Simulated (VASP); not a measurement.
A run of VASP 6.6.1 is set up as follows.

File INCAR:

```
SYSTEM = HPbNO4
ALGO = Normal
EDIFF = 1E-7
ENCUT = 520
GGA = RP
ISIF = 2
ISMEAR = -1
LASPH = .TRUE.
LCHARG = .FALSE.
LREAL = .FALSE.
LWAVE = .FALSE.
NBANDS = 57
NELM = 80
PREC = Accurate
SIGMA = 0.05
```

KPOINTS

```
k-points
0
G
  3 5 3
  0 0 0
```

The input POSCAR:

```
HPbNO4
1.0
    7.0021138561      0.0000000000     -0.1023594031
    0.0000000000      4.3845063327      0.0000000000
   -3.5704449627      0.0000000000      7.6793303812
H Pb N O
2 2 2 8
Direct
    0.2231503349      0.7500000000      0.4792730163
    0.7768496651      0.2500000000      0.5207269837
    0.3116617850      0.2500000000      0.2871011063
    0.6883382150      0.7500000000      0.7128988937
    0.1891152794      0.7500000000      0.8234289746
    0.8108847206      0.2500000000      0.1765710254
    0.3350377085      0.7500000000      0.4394109497
    0.3792023064      0.7500000000      0.8506784123
    0.1370794865      0.7500000000      0.9501111937
    0.0405851021      0.7500000000      0.6651601621
    0.6649622915      0.2500000000      0.5605890503
    0.6207976936      0.2500000000      0.1493215877
    0.8629205135      0.2500000000      0.0498888063
    0.9594148979      0.2500000000      0.3348398379
```

Potentials or basis: VASP PAW PBE potentials, release 64 (H, Pb_d, N, O).

Command:

```sh
$ cat potpaw_PBE.64/H/POTCAR potpaw_PBE.64/Pb_d/POTCAR potpaw_PBE.64/N/POTCAR potpaw_PBE.64/O/POTCAR > POTCAR
$ mpirun -np 1 vasp_std > vasp.out
```

(1) What does it give for the largest force?

(2) Predict the band gap on the k mesh.

## Answers

(1) 0.427 eV/Å.

(2) 3.24 eV (least direct gap 3.28 eV).

Caveat: the standard files for N, O and F lose accuracy on very short bonds; the PAW data sets were made with another functional, which shifts forces and pressure a little; spin-orbit coupling is left out, which moves the levels of the heavy elements.
